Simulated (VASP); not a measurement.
A run of VASP 6.6.1 is set up as follows.

Contents of INCAR:

```
SYSTEM = AlNi3
  PREC = Accurate
  ENCUT = 520
  EDIFF = 1E-6
  ISMEAR = 0
  SIGMA = 0.15
  LREAL = .False.
  LASPH = .True.
  NELM = 150
  ALGO = Fast
  ISIF = 2
  LWAVE = .False.
  LCHARG = .False.
  ISPIN = 2
  MAGMOM = 0 0.5 0.5 0.5
  LORBIT = 11
  NUPDOWN = 1.5
  LMAXMIX = 4
  GGA = PE
  NBANDS = 28
```

File KPOINTS:

```
regular mesh
0
Gamma
  14 14 14
  0 0 0
```

File POSCAR:

```
AlNi3
1.0
    0.0000000000      2.9450746116      2.9450746116
    2.9450746116      0.0000000000      2.9450746116
    2.9450746116      2.9450746116      0.0000000000
Al Ni
1 3
Direct
    0.5000000000      0.5000000000      0.5000000000
    0.2500000000      0.2500000000      0.2500000000
    0.0000000000      0.0000000000      0.0000000000
    0.7500000000      0.7500000000      0.7500000000
```

Potentials or basis: VASP PAW PBE potentials, release 64 (Al, Ni).

The run is started by

```sh
$ cat potpaw_PBE.64/Al/POTCAR potpaw_PBE.64/Ni/POTCAR > POTCAR
$ mpirun -np 1 vasp_std > vasp.out
```

Problem. Estimate the pressure.

Solution. -14.1 GPa.

Caveat: the cell stands under tension; the total moment is fixed, so each spin has its own Fermi level and the state may be an excited one.
